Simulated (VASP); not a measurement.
The system is Ba.

```
Ba
1.0
    -2.53679    2.53679    2.53679
     2.53679   -2.53679    2.53679
     2.53679    2.53679   -2.53679
Ba
1
Cartesian
  0.0000 0.0000 0.0000
```

Base run:

* Program: VASP 6.6.1
* Functional: r2SCAN
* Potentials or basis: VASP PAW PBE potentials, release 64 (Ba_sv)
* Cutoff: 520 eV
* k mesh: 9 × 9 × 9
* Occupations: methfessel-paxton, width 0.1 eV
* Spin: no spin polarisation

Its results: band gap on the k mesh zero (bands 5 and 6 overlap by 0.94 eV); pressure 0.0 GPa.

The run is repeated on the same cell with these changes: occupations from methfessel-paxton, width 0.1 eV to fermi-dirac, width 1 eV. What comes out?

Band gap on the k mesh zero (bands 5 and 6 overlap by 0.92 eV); pressure 1.5 GPa.

Caveats: the PAW data sets were made with another functional, which shifts forces and pressure a little; spin-orbit coupling is left out, which moves the levels of the heavy elements; so wide a smearing shifts energies and pressures (at least some runs).
